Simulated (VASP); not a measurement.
# InBiO (Pmmm) in VASP: notebook

The runs below take InBiO through single point, relaxation of cell and atoms, with PBE.

Everything below comes from runs of VASP 6.6.1. Logs are shortened: lines on timing, memory, paths and dates and some standing lists are left out, and cuts for length are marked.

### 1 The cell of the first run

The structure is orthorhombic, space group Pmmm (No. 47). The conventional cell has a = 2.833 Å, b = 4.800 Å, c = 5.167 Å, α = 90.00°, β = 90.00°, γ = 90.00°. Within 3.9 Å of In (site symmetry mmm) lie 4 Bi at 2.79 Å and 2 In at 2.83 Å and 8 O at 3.80 Å. Within 3.4 Å of Bi (site symmetry mmm) lie 2 O at 2.58 Å and 4 In at 2.79 Å and 2 Bi at 2.83 Å. Within 3.4 Å of O (site symmetry mmm) lie 2 Bi at 2.58 Å and 2 O at 2.83 Å.

The cell was built from a structure type or drawn by symmetry, and may not be a known phase.

### 2 Single point, PBE

Input file INCAR:

```
SYSTEM = InBiO
ALGO = Normal
EDIFF = 1E-6
ENCUT = 520
GGA = PE
ISIF = 2
ISMEAR = 0
LASPH = .TRUE.
LCHARG = .FALSE.
LREAL = .FALSE.
LWAVE = .FALSE.
NBANDS = 24
NELM = 60
PREC = Accurate
SIGMA = 0.1
```

Input file KPOINTS:

```
k-points
0
G
  6 4 4
  0 0 0
```

Input file POSCAR:

```
InBiO
1.0
    2.8331442800      0.0000000000      0.0000000000
    0.0000000000      4.8003970800      0.0000000000
    0.0000000000      0.0000000000      5.1669269300
In Bi O
1 1 1
Direct
    0.5000000000      0.5000000000      0.0000000000
    0.0000000000      0.0000000000      0.0000000000
    0.0000000000      0.0000000000      0.5000000000
```

Potentials or basis: VASP PAW PBE potentials, release 64 (In_d, Bi_d, O).

On the command line:

```bash
cat potpaw_PBE.64/In_d/POTCAR potpaw_PBE.64/Bi_d/POTCAR potpaw_PBE.64/O/POTCAR > POTCAR
mpirun -np 1 vasp_std > vasp.out
```

OUTCAR:

```text
SYSTEM = InBiO
   EDIFF = 1E-6
   ENCUT = 520
   GGA = PE
   ISIF = 2
   ISMEAR = 0
   LASPH = .TRUE.
   LREAL = .FALSE.
   NELM = 60
   PREC = Accurate

 ion  position               nearest neighbor table
   1  0.500  0.500  0.000-   2 2.79   2 2.79   2 2.79   2 2.79
   2  0.000  0.000  0.000-   3 2.58   3 2.58   1 2.79   1 2.79   1 2.79   1 2.79
   3  0.000  0.000  0.500-   2 2.58   2 2.58

  LATTYP: Found a simple orthorhombic cell.
 ALAT       =     2.8331442800
 B/A-ratio  =     1.6943708493
 C/A-ratio  =     1.8237429581

  Lattice vectors:

 A1 = (   2.8331442800,   0.0000000000,   0.0000000000)
 A2 = (   0.0000000000,   4.8003970800,   0.0000000000)
 A3 = (   0.0000000000,   0.0000000000,   5.1669269300)

Analysis of symmetry for initial positions (statically):
=====================================================================
 Subroutine PRICEL returns:
 Original cell was already a primitive cell.

 Routine SETGRP: Setting up the symmetry group for a
 simple orthorhombic supercell.

 Subroutine GETGRP returns: Found  8 space group operations
 (whereof  8 operations were pure point group operations)
 out of a pool of  8 trial point group operations.

The static configuration has the point symmetry D_2h.

Analysis of symmetry for dynamics (positions and initial velocities):
=====================================================================
 Subroutine PRICEL returns:
 Original cell was already a primitive cell.

 Routine SETGRP: Setting up the symmetry group for a
 simple orthorhombic supercell.

 Subroutine GETGRP returns: Found  8 space group operations
 (whereof  8 operations were pure point group operations)
 out of a pool of  8 trial point group operations.

The dynamic configuration has the point symmetry D_2h.

 Subroutine INISYM returns: Found  8 space group operations
 (whereof  8 operations are pure point group operations),
 and found     1 'primitive' translations

----------------------------------------------------------------------------------------

                                     Primitive cell

  volume of cell :      70.2713

  direct lattice vectors                    reciprocal lattice vectors
     2.833144280  0.000000000  0.000000000     0.352964728  0.000000000  0.000000000
     0.000000000  4.800397080  0.000000000     0.000000000  0.208316100  0.000000000
     0.000000000  0.000000000  5.166926930     0.000000000  0.000000000  0.193538638

  length of vectors
[... 83 lines left out ...]
   NELM   =     60;   NELMIN=  2; NELMDL= -5     # of ELM steps
   EDIFF  = 0.1E-05   stopping-criterion for ELM
   LREAL  =      F    real-space projection
   EDIFFG = 0.1E-04   stopping-criterion for IOM
   NSW    =      0    number of steps for IOM
   IBRION =     -1    ionic relax: 0-MD 1-quasi-New 2-CG
   NFREE  =      0    steps in history (QN), initial steepest desc. (CG)
   ISIF   =      2    stress and relaxation
   ISYM   =      2    0-nonsym 1-usesym 2-fastsym
   POTIM  = 0.5000    time-step for ionic-motion
   TEBEG  =    0.0;   TEEND  =   0.0 temperature during run
   PSTRESS=    0.0 pullay stress
   NELECT =      34.0000    total number of electrons
   NUPDOWN=      -1.0000    fix difference up-down
   EMIN   =  10.00;   EMAX   =-10.00  energy-range for DOS
   EFERMI =   0.00;   METHOD = LEGACY
   ISMEAR =     0;   SIGMA  =   0.10  broadening in eV -4-tet -1-fermi 0-gaus
   EFERMI_NEDOS =   21; number of points for ismear=-14 and -15
   IALGO  =     38    algorithm
   IMIX   =      4    mixing-type and parameters
     AMIX     =   0.40;   BMIX     =  1.00
     AMIX_MAG =   1.60;   BMIX_MAG =  1.00
  volume/ion in A,a.u.               =      23.42       158.07
  Fermi-wavevector in a.u.,A,eV,Ry     =   1.285213  2.428700 22.473725  1.651772
  Thomas-Fermi vector in A             =   2.417361
   LORBIT       =      0    0 simple, 1 ext, 2 COOP (PROOUT), +10 PAW based schemes
   GGA     = PE    functional components
   LHFCALC =     F    Hartree Fock is set to
   AEXX    =    0.0000 exact exchange contribution
   IVDW    =     0    specifies the selected vdW correction
   LEPSILON=     F    determine dielectric tensor
   LRPA    =     F    only Hartree local field effects (RPA)
 non-spin polarized calculation
 Gauss-broadening in eV      SIGMA  =   0.10
  energy-cutoff  :      520.00
  volume of cell :       70.27
 maximum number of plane-waves:      1920
 NGX is ok and might be reduce to    24
   NGX = 11   NGY = 17   NGZ = 19

 number of electron      34.0000005 magnetization

 Free energy of the ion-electron system (eV)
  ---------------------------------------------------
  ext. energy  EPLUGINS =         0.00000000
  ---------------------------------------------------
  free energy    TOTEN  =        -8.47400428 eV

  energy without entropy =       -8.46108993  energy(sigma->0) =       -8.46754711

 E-fermi :   5.8221     XC(G=0):  -9.5626

 val. band max:        5.8197226936   @ k =   0.1667   0.2500   0.0000
 cond. band min:       5.8763401991   @ k =   0.1667   0.0000   0.2500
 fundamental gap:      0.0566175056
 Fermi energy:         5.8221297877

 k-point     1 :       0.0000    0.0000    0.0000
  band No.  band energies     occupation
      1     -18.2941      2.00000
      2     -17.6830      2.00000
      3     -17.6227      2.00000
      4     -17.6068      2.00000
      5     -17.4230      2.00000
      6     -10.8118      2.00000
[... 637 lines left out ...]
     23      12.9539      0.00000
     24      13.3654      0.00000

 [... further k-points ...]

------------------------ aborting loop because EDIFF is reached ----------------------------------------

  FORCE on cell =-STRESS in cart. coord.  units (eV):
  Direction    XX          YY          ZZ          XY          YZ          ZX
  --------------------------------------------------------------------------------------
  -------------------------------------------------------------------------------------
  Total       14.3949762     17.7254490     -8.1212193      0.0000000      0.0000000      0.0000000
  in kB      328.2036137    404.1379671   -185.1627597      0.0000000      0.0000000      0.0000000
  external PRESSURE =     182.3929404 kB  Pullay stress =       0.0000000 kB

 VOLUME and BASIS-vectors are now :
 -----------------------------------------------------------------------------
  energy-cutoff  :      520.00
  volume of cell :       70.27
      direct lattice vectors                 reciprocal lattice vectors
     2.833144280  0.000000000  0.000000000     0.352964728  0.000000000  0.000000000
     0.000000000  4.800397080  0.000000000     0.000000000  0.208316100  0.000000000
     0.000000000  0.000000000  5.166926930     0.000000000  0.000000000  0.193538638

 POSITION                                       TOTAL-FORCE (eV/Angst)
 -----------------------------------------------------------------------------------
      1.41657      2.40020      0.00000         0.000000      0.000000      0.000000
      0.00000      0.00000      0.00000         0.000000      0.000000      0.000000
      0.00000      0.00000      2.58346         0.000000      0.000000      0.000000
 -----------------------------------------------------------------------------------
    total drift:                                0.000000     -0.000000     -0.000000

  FREE ENERGIE OF THE ION-ELECTRON SYSTEM (eV)
  ---------------------------------------------------
  free  energy   TOTEN  =        -8.4740042837 eV

  energy  without entropy=       -8.4610899324  energy(sigma->0) =       -8.46754711
```

OSZICAR:

```text
N       E                     dE             d eps       ncg     rms          rms(c)
DAV:   1     0.352657796097E+03    0.35266E+03   -0.17329E+04  1736   0.180E+03
DAV:   2     0.286929071874E+02   -0.32396E+03   -0.31080E+03  1848   0.468E+02
DAV:   3    -0.104447580769E+02   -0.39138E+02   -0.38122E+02  2104   0.167E+02
DAV:   4    -0.118924560353E+02   -0.14477E+01   -0.14459E+01  2024   0.361E+01
DAV:   5    -0.119646748619E+02   -0.72219E-01   -0.72214E-01  2616   0.729E+00    0.108E+01
DAV:   6    -0.109177195335E+02    0.10470E+01   -0.14834E+01  2440   0.274E+01    0.141E+01
DAV:   7    -0.879547806337E+01    0.21222E+01   -0.10641E+01  2288   0.140E+01    0.378E+00
DAV:   8    -0.852947632508E+01    0.26600E+00   -0.75627E-01  1864   0.469E+00    0.165E+00
DAV:   9    -0.848666271302E+01    0.42814E-01   -0.88648E-02  2608   0.295E+00    0.116E+00
DAV:  10    -0.847482003795E+01    0.11843E-01   -0.57208E-02  2240   0.203E+00    0.420E-01
DAV:  11    -0.847430711013E+01    0.51293E-03   -0.89384E-03  2192   0.763E-01    0.249E-01
DAV:  12    -0.847402444712E+01    0.28266E-03   -0.16640E-03  2448   0.447E-01    0.876E-02
DAV:  13    -0.847410715595E+01   -0.82709E-04   -0.35102E-04  2328   0.166E-01    0.935E-02
DAV:  14    -0.847400661886E+01    0.10054E-03   -0.10178E-04  2648   0.856E-02    0.211E-02
DAV:  15    -0.847401047745E+01   -0.38586E-05   -0.15829E-05  1888   0.277E-02    0.209E-02
DAV:  16    -0.847400433262E+01    0.61448E-05   -0.78743E-06  1984   0.298E-02    0.690E-03
DAV:  17    -0.847400428372E+01    0.48900E-07   -0.14880E-06  1624   0.814E-03
   1 F= -.84740043E+01 E0= -.84675471E+01  d E =-.129144E-01
```

Wall time 34 s (1 thread of AMD EPYC 9R45 (Zen 5), shared host); peak memory 0.18 GiB.

Results:

| Quantity | Value |
| --- | --- |
| Free energy | -8.4740 eV |
| Pressure | 18.2 GPa |
| Band gap on the k mesh | zero (bands 17 and 18 overlap by 1.85 eV) |

Levels at points of the mesh, in eV from the Fermi level:
| k point | band 15 | band 16 | band 17 | band 18 | band 19 | band 20 |
| --- | --- | --- | --- | --- | --- | --- |
| (0.00, 0.00, 0.00) | -4.47 | -1.00 | 0.10 | 0.38 | 4.52 | 5.08 |
| (0.50, 0.00, 0.00) | -1.86 | -1.13 | -0.16 | 0.77 | 1.06 | 2.08 |
| (0.00, 0.50, 0.00) | -1.31 | 0.11 | 0.12 | 2.46 | 3.98 | 4.68 |
| (0.50, 0.50, 0.00) | -3.09 | -2.66 | -1.80 | -0.65 | 3.89 | 4.93 |
| (0.00, 0.00, 0.50) | -2.71 | -1.36 | -1.36 | 0.16 | 2.52 | 6.09 |
| (0.50, 0.00, 0.50) | -1.31 | -0.75 | 0.34 | 0.49 | 0.89 | 2.04 |
| (0.00, 0.50, 0.50) | -1.54 | -0.98 | 0.16 | 0.86 | 4.46 | 4.91 |
| (0.50, 0.50, 0.50) | -2.53 | -2.19 | -0.90 | -0.81 | 2.38 | 2.90 |

Caveat: the k points lie up to 0.37 Å⁻¹ apart, too coarse for converged energies and pressures of a metal; spin-orbit coupling is left out, which moves the levels of the heavy elements.

### 3 Single point, PBE

This run uses another cell than the first one, of 28.32 Å³/atom.

Input file INCAR:

```
ALGO = Normal ; EDIFF = 1E-6
ENCUT = 520 ; GGA = PE
ISIF = 2 ; ISMEAR = 0
LASPH = True ; LCHARG = False
LREAL = False ; LWAVE = False
NBANDS = 24 ; NELM = 100
PREC = Accurate ; SIGMA = 0.1
```

Input file KPOINTS:

```
k-points
0
Gamma
  6 4 4
```

Input file POSCAR:

```
InBiO
1.0
    3.3233106758      0.0000000000      0.0000000000
    0.0000000000      5.8908154479      0.0000000000
    0.0000000000      0.0000000000      4.3391421222
In Bi O
1 1 1
Direct
    0.5000000000      0.5000000000      0.0000000000
    0.0000000000      0.0000000000      0.0000000000
    0.0000000000      0.0000000000      0.5000000000
```

Potentials or basis: VASP PAW PBE potentials, release 64 (In_d, Bi_d, O).

On the command line:

```bash
cat potpaw_PBE.64/In_d/POTCAR potpaw_PBE.64/Bi_d/POTCAR potpaw_PBE.64/O/POTCAR > POTCAR
mpirun -np 1 vasp_std > vasp.out
```

Run time: 39 s. Hardware: 1 thread of AMD EPYC 9R45 (Zen 5), shared host; peak memory 0.21 GiB.

Results (log left out):

- Free energy: -11.7321 eV
- Pressure: 0.0 GPa
- Band gap on the k mesh: zero (bands 17 and 18 overlap by 2.92 eV)

Stress tensor (GPa, compression positive):
```
-0.34  0.00  0.00
 0.00  0.07  0.00
 0.00  0.00  0.14
```

Levels at points of the mesh, in eV from the Fermi level:
```csv
k point,band 13,band 14,band 15,band 16,band 17,band 18,band 19,band 20,band 21,band 22
"(0.00, 0.00, 0.00)",-5.52,-5.18,-4.12,-1.52,-0.63,2.39,4.83,5.66,6.94,7.28
"(0.50, 0.00, 0.00)",-5.16,-5.14,-2.68,-2.35,-0.71,0.10,1.44,1.57,4.54,7.39
"(0.00, 0.50, 0.00)",-6.85,-5.50,-2.13,-1.51,1.79,1.95,2.42,5.40,5.64,6.49
"(0.50, 0.50, 0.00)",-5.14,-4.62,-3.49,-3.43,-0.89,-0.69,4.04,4.72,4.78,7.31
"(0.00, 0.00, 0.50)",-4.90,-2.90,-2.09,-1.09,-1.01,-0.29,3.38,4.14,6.31,7.85
"(0.50, 0.00, 0.50)",-4.26,-2.43,-1.78,-0.88,-0.69,0.16,0.80,1.87,2.09,3.61
"(0.00, 0.50, 0.50)",-6.20,-2.51,-1.09,-0.83,0.13,1.56,1.92,2.87,4.54,7.67
"(0.50, 0.50, 0.50)",-3.41,-2.80,-2.37,-2.29,-1.83,0.07,1.61,3.84,4.53,5.16
```

Caveat: the k points lie up to 0.36 Å⁻¹ apart, too coarse for converged energies and pressures of a metal; spin-orbit coupling is left out, which moves the levels of the heavy elements.

### 4 Relaxation of cell and atoms, PBE

Input file INCAR:

```
SYSTEM = InBiO
PREC = Accurate
ENCUT = 600
EDIFF = 1E-6
ISMEAR = 0
SIGMA = 0.1
LREAL = .False.
LASPH = .True.
NELM = 60
ALGO = Normal
ISIF = 3
LWAVE = .False.
LCHARG = .False.
GGA = PE
IBRION = 2
NSW = 90
EDIFFG = -0.04
```

Input file KPOINTS:

```
regular mesh
0
Gamma
  6 4 4
  0 0 0
```

Input file POSCAR:

```
InBiO
1.0
    2.8331442800      0.0000000000      0.0000000000
    0.0000000000      4.8003970800      0.0000000000
    0.0000000000      0.0000000000      5.1669269300
In Bi O
1 1 1
Direct
    0.5000000000      0.5000000000      0.0000000000
    0.0000000000      0.0000000000      0.0000000000
    0.0000000000      0.0000000000      0.5000000000
```

On the command line:

```bash
cat potpaw_PBE.64/In_d/POTCAR potpaw_PBE.64/Bi_d/POTCAR potpaw_PBE.64/O/POTCAR > POTCAR
mpirun -np 1 vasp_std > vasp.out
```

Run time: 3.7 min. Hardware: 1 thread of AMD EPYC 9R45 (Zen 5), shared host; peak memory 0.21 GiB.

Results (log left out):

* Free energy: -11.7103 eV
* Relaxed volume: 28.03 Å³/atom
* Relaxed cell: a = 3.315 Å, b = 5.838 Å, c = 4.344 Å, α = 90.00°, β = 90.00°, γ = 90.00°
* Space group after relaxing (to 0.1 Å): Pmmm (No. 47)
* Energy gained by relaxing: 1078.5 meV/atom
* Ionic steps: 9
* Pressure after relaxing: 0.0 GPa
* Band gap on the k mesh: zero (bands 17 and 18 overlap by 3.02 eV)

Stress tensor (GPa, compression positive):
```
-0.14  0.00  0.00
 0.00  0.07  0.00
 0.00  0.00  0.01
```

The path:
```csv
step,energy change (eV),largest force (eV/Å),pressure (GPa),volume (Å³)
1,0.0000,0.0000,18.25,70.27
2,-3.0623,0.0000,-4.10,96.69
3,-3.0591,0.0000,-3.78,91.81
4,-3.0805,0.0000,-3.96,93.38
5,-3.1744,0.0000,0.93,84.80
6,-3.2141,0.0000,-1.12,87.64
7,-3.2141,0.0000,-1.06,87.53
8,-3.2331,0.0000,-0.35,85.11
9,-3.2354,0.0000,-0.02,84.08
```

Final structure:
```
In Bi O
1.0
     3.31495    0.00000    0.00000
     0.00000    5.83843    0.00000
     0.00000    0.00000    4.34439
In Bi O
1 1 1
Cartesian
  1.6575 2.9192 0.0000
  0.0000 0.0000 0.0000
  0.0000 0.0000 2.1722
```

Levels at points of the mesh, in eV from the Fermi level:
```csv
k point,band 14,band 15,band 16,band 17,band 18,band 19,band 20,band 21
"(0.00, 0.00, 0.00)",-5.14,-4.14,-1.49,-0.63,2.36,4.83,5.65,6.95
"(0.50, 0.00, 0.00)",-5.13,-2.67,-2.30,-0.69,0.12,1.44,1.57,4.51
"(0.00, 0.50, 0.00)",-5.49,-2.09,-1.48,1.88,2.01,2.39,5.43,5.61
"(0.50, 0.50, 0.00)",-4.65,-3.52,-3.42,-0.89,-0.71,4.13,4.71,4.89
"(0.00, 0.00, 0.50)",-2.95,-2.08,-1.06,-1.02,-0.29,3.40,4.14,6.38
"(0.50, 0.00, 0.50)",-2.43,-1.77,-0.89,-0.63,0.15,0.82,1.90,2.09
"(0.00, 0.50, 0.50)",-2.53,-1.06,-0.84,0.17,1.67,1.90,2.96,4.57
"(0.50, 0.50, 0.50)",-2.80,-2.37,-2.35,-1.81,0.06,1.62,3.96,4.51
```

Caveat: the k points lie up to 0.36 Å⁻¹ apart in the final cell, too coarse for converged energies and pressures of a metal; the volume moved by over 15 % at a fixed basis, so the end points are rough; spin-orbit coupling is left out, which moves the levels of the heavy elements.

### 5 Single point, PBE

This run uses another cell than the first one, of 28.71 Å³/atom.

Input file INCAR:

```
PREC     = Accurate       # precision mode
ENCUT    = 520            # plane-wave cutoff, eV
EDIFF    = 1E-7           # SCF threshold, eV
ISMEAR   = 0              # smearing method
SIGMA    = 0.1            # smearing width, eV
LREAL    = False          # projectors in reciprocal space
LASPH    = True           # aspherical terms in the spheres
NELM     = 80             # most SCF steps
ALGO     = Normal         # electronic algorithm
ISIF     = 2              # what is computed and relaxed
LWAVE    = False          # write WAVECAR
LCHARG   = False          # write CHGCAR
GGA      = PE             # functional
NBANDS   = 24             # bands
```

Input file KPOINTS:

```
Automatic mesh
0
Gamma
  14 10 8
```

Input file POSCAR:

```
InBiO
1.0
    3.4951326620      0.0000000000      0.0000000000
    0.0000000000      4.3879657052      0.0000000000
    0.0000000000      0.0000000000      5.6168991165
In Bi O
1 1 1
Direct
    0.5000000000      0.0000000000      0.5000000000
    0.0000000000      0.0000000000      0.0000000000
    0.0000000000      0.5000000000      0.0000000000
```

On the command line:

```bash
cat potpaw_PBE.64/In_d/POTCAR potpaw_PBE.64/Bi_d/POTCAR potpaw_PBE.64/O/POTCAR > POTCAR
mpirun -np 1 vasp_std > vasp.out
```

Wall time 4.8 min (1 thread of AMD EPYC 9R45 (Zen 5), shared host); peak memory 0.57 GiB.

It converged, with:

| Quantity | Value |
| --- | --- |
| Free energy | -11.7199 eV |
| Pressure | 0.0 GPa |
| Band gap on the k mesh | zero (bands 17 and 18 overlap by 3.61 eV) |

Stress tensor (GPa, compression positive):
```
-0.06  0.00  0.00
 0.00  0.24  0.00
 0.00  0.00 -0.10
```

Levels at points of the mesh, in eV from the Fermi level:
```tsv
k point	band 14	band 15	band 16	band 17	band 18	band 19	band 20	band 21
(0.00, 0.00, 0.00)	-4.69	-3.88	-1.60	-0.48	2.43	3.70	5.67	6.99
(0.50, 0.00, 0.00)	-4.91	-2.57	-2.16	-0.35	0.42	1.36	1.50	4.14
(0.00, 0.50, 0.00)	-2.72	-1.90	-1.12	-0.87	-0.13	2.99	3.68	6.74
(0.50, 0.50, 0.00)	-2.26	-1.66	-0.76	-0.27	0.05	1.00	1.76	1.98
(0.00, 0.00, 0.50)	-5.18	-1.81	-1.58	2.41	2.47	2.53	4.42	5.66
(0.50, 0.00, 0.50)	-4.42	-3.72	-3.57	-0.74	-0.62	4.37	4.60	5.42
(0.00, 0.50, 0.50)	-2.38	-1.12	-0.72	0.48	1.97	2.38	3.52	3.54
(0.50, 0.50, 0.50)	-3.16	-2.48	-2.17	-1.73	0.04	1.45	4.21	4.60
```

Caveat: spin-orbit coupling is left out, which moves the levels of the heavy elements.

### 6 The runs side by side

```tsv
task	cell	k mesh	cutoff (eV)	gap on the mesh (eV)	pressure (GPa)
single point	a = 2.833, b = 4.800, c = 5.167 Å, 3 atoms, atomic positions A	6 × 4 × 4	520	none	18.2
single point	a = 3.323, b = 5.891, c = 4.339 Å, 3 atoms, atomic positions A	6 × 4 × 4	520	none	0.0
relaxation of cell and atoms	relaxed from a = 2.833, b = 4.800, c = 5.167 Å, 3 atoms, atomic positions A	6 × 4 × 4	600	none	0.0
single point	a = 3.495, b = 4.388, c = 5.617 Å, 3 atoms, atomic positions B	14 × 10 × 8	520	none	0.0
```

Alike in all rows: level PBE; potentials or basis VASP PAW PBE potentials, release 64 (In_d, Bi_d, O); no spin polarisation; smearing gaussian 0.1 eV.

Caveats: some runs use coarse meshes; spin-orbit coupling is left out, which moves the levels of the heavy elements; the volume moved by over 15 % at a fixed basis, so the end points are rough (at least some runs).

Total energies depend on the potentials used, so only differences within one code and one set of settings carry meaning.
